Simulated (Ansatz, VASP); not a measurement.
Two plane-wave programs on SiO2

```
Si O
1.0
    -1.55976    1.55976    3.82628
     1.55976   -1.55976    3.82628
     1.55976    1.55976   -3.82628
Si O
1 2
Direct
  0.00000 0.00000 0.00000
  0.66500 0.66500 0.00000
  0.33500 0.33500 0.00000
```

Alike in both runs: task relaxation of cell and atoms; functional PBE; k mesh 8 × 8 × 8; occupations gaussian, width 0.1 eV; collinear spin.

|  | VASP | Ansatz |
| --- | --- | --- |
| version | VASP 6.6.1 | Ansatz 0.2.0 |
| potentials or method | VASP PAW PBE potentials, release 64 (Si, O), cutoff 600 eV | scalar-relativistic, plane waves, PAW |
| valence electrons in the cell | 16 | 16 |

```tsv
	VASP	Ansatz	Ansatz less VASP
gap on the k mesh at the Fermi level, each at its own relaxed structure (eV)	0.10	0.13	+0.023
net moment per atom (μB)	0.00	0.00	0.000
relaxed volume (Å³/atom)	9.39	10.70	+1.312
relaxed cell length with the largest relative difference (Å)	5.126	5.781	+0.6554
```

One of these differences is far larger than is usual between the two programs; its cause wasn't traced. Ansatz's warnings: seeded moment not kept.

Noted on VASP's run: the volume moved by over 15 % at a fixed basis, so the end points are rough.
